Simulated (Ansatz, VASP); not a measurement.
# One calculation of Ge, two programs

```
Ge
1.0
     0.00000    2.75399    2.75399
     2.75399    0.00000    2.75399
     2.75399    2.75399    0.00000
Ge
2
Direct
  0.87500 0.87500 0.87500
  0.12500 0.12500 0.12500
```

Change from the starting cell: volume scaled by 0.94, LAPW.

Alike in both runs: task single point; functional LDA; k mesh 12 × 12 × 12; occupations fermi-dirac, width 0.1 eV; no spin polarisation.

```csv
,VASP,Ansatz
version,VASP 6.6.1,Ansatz 0.2.0
potentials or method,"VASP PAW LDA potentials, release 64 (Ge_d), cutoff 520 eV","all-electron LAPW, scalar-relativistic"
```

```csv
,VASP,Ansatz,Ansatz less VASP
pressure (GPa),5.3,5.2,-0.14
```

LDA's correlation is that of Perdew and Zunger in VASP and of Perdew and Wang (1992) in Ansatz. Ansatz ran all-electron here, and VASP with PAW potentials.
